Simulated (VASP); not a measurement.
Wanted: the native input for a VASP 6.6.1 run.

| Quantity | Value |
| --- | --- |
| Task | single point |
| Functional | PBE |
| Potentials or basis | VASP PAW PBE potentials, release 64 (Cu, H) |
| Cutoff | 520 eV |
| k mesh | 10 × 10 × 16 |
| Occupations | gaussian, width 0.1 eV |
| Spin | no spin polarisation |
| Dipole correction | no |
| Further INCAR settings | ALGO = Normal; EDIFF = 1e-06; NBANDS = 16 |

The structure of CuH4 lies in POSCAR:

```
CuH4
1.0
    2.9768825237     -4.4388911903      0.0000000000
    2.9768825237      4.4388911903      0.0000000000
    0.0000000000      0.0000000000      2.4041448011
Cu H
1 4
Direct
    0.0000000000      0.0000000000      0.0000000000
    0.5630734617      0.5630734617      0.0000000000
    0.4369265383      0.4369265383      0.0000000000
    0.1236435142      0.8763564858      0.5000000000
    0.8763564858      0.1236435142      0.5000000000
```

These files were run (other wordings do the same):

INCAR

```
SYSTEM = CuH4
  PREC = Accurate
  ENCUT = 520
  EDIFF = 1E-6
  ISMEAR = 0
  SIGMA = 0.1
  LREAL = .FALSE.
  LASPH = .TRUE.
  NELM = 100
  ALGO = Normal
  ISIF = 2
  LWAVE = .FALSE.
  LCHARG = .FALSE.
  GGA = PE
  NBANDS = 16
```

KPOINTS

```
Automatic mesh
0
G
  10 10 16
  0 0 0
```

Potentials or basis: VASP PAW PBE potentials, release 64 (Cu, H).

Launch:

```bash
$ cat potpaw_PBE.64/Cu/POTCAR potpaw_PBE.64/H/POTCAR > POTCAR
$ mpirun -np 1 vasp_std > vasp.out
```

It gave:

- Pressure: -0.1 GPa
- Largest force: 0.018 eV/Å

Run time: 2.1 min on 1 thread of Intel(R) Xeon(R) Platinum 8488C (Sapphire Rapids), with other jobs on the host, peak memory 0.37 GiB.
